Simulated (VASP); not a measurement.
A run of VASP 6.6.1:

The input INCAR:

```
ALGO     = Normal         # electronic algorithm
EDIFF    = 1E-6           # SCF threshold, eV
EDIFFG   = -0.015         # ionic threshold
ENCUT    = 600            # plane-wave cutoff, eV
GGA      = PS             # functional
IBRION   = 2              # ionic algorithm
ISIF     = 3              # what is computed and relaxed
ISMEAR   = 0              # smearing method
LASPH    = T              # aspherical terms in the spheres
LCHARG   = F              # write CHGCAR
LREAL    = F              # projectors in reciprocal space
LWAVE    = F              # write WAVECAR
NELM     = 60             # most SCF steps
NSW      = 80             # ionic steps
PREC     = Accurate       # precision mode
SIGMA    = 0.1            # smearing width, eV
```

The input KPOINTS:

```
k-points
0
Gamma
  6 6 6
```

File POSCAR:

```
TaN
1.0
    2.5894604347     -4.4850770372      0.0000000000
   -5.1789208695      0.0000000000      0.0000000000
    0.0000000000      0.0000000000     -5.7919945460
Ta N
6 6
Direct
    0.3333333333      0.6666666667      0.2500000000
    0.3333333333      0.6666666667      0.7500000000
    0.6666666667      0.3333333333      0.2500000000
    0.6666666667      0.3333333333      0.7500000000
    0.0000000000      1.0000000000      0.5000000000
    0.0000000000      1.0000000000      0.0000000000
    0.0000000000      0.6066290588      0.5000000000
    0.0000000000      0.6066290588      0.0000000000
    0.3933709412      0.3933709412      0.5000000000
    0.3933709412      0.3933709412      0.0000000000
    0.6066290588      0.0000000000      0.5000000000
    0.6066290588      0.0000000000      0.0000000000
```

Potentials or basis: VASP PAW PBE potentials, release 64 (Ta_pv, N).

Run with:

```bash
$ cat potpaw_PBE.64/Ta_pv/POTCAR potpaw_PBE.64/N/POTCAR > POTCAR
$ mpirun -np 1 vasp_std > vasp.out
```

Hardware: 1 thread of Intel(R) Xeon(R) 6975P-C (Granite Rapids), with other jobs on the host.

Task: How long does it take, and how much memory?

Result: Wall time 5.5 min on 1 thread of Intel(R) Xeon(R) 6975P-C (Granite Rapids) (shared host), peak memory 0.41 GiB. Counts: scf iterations 35, k points 28, ion steps 4.
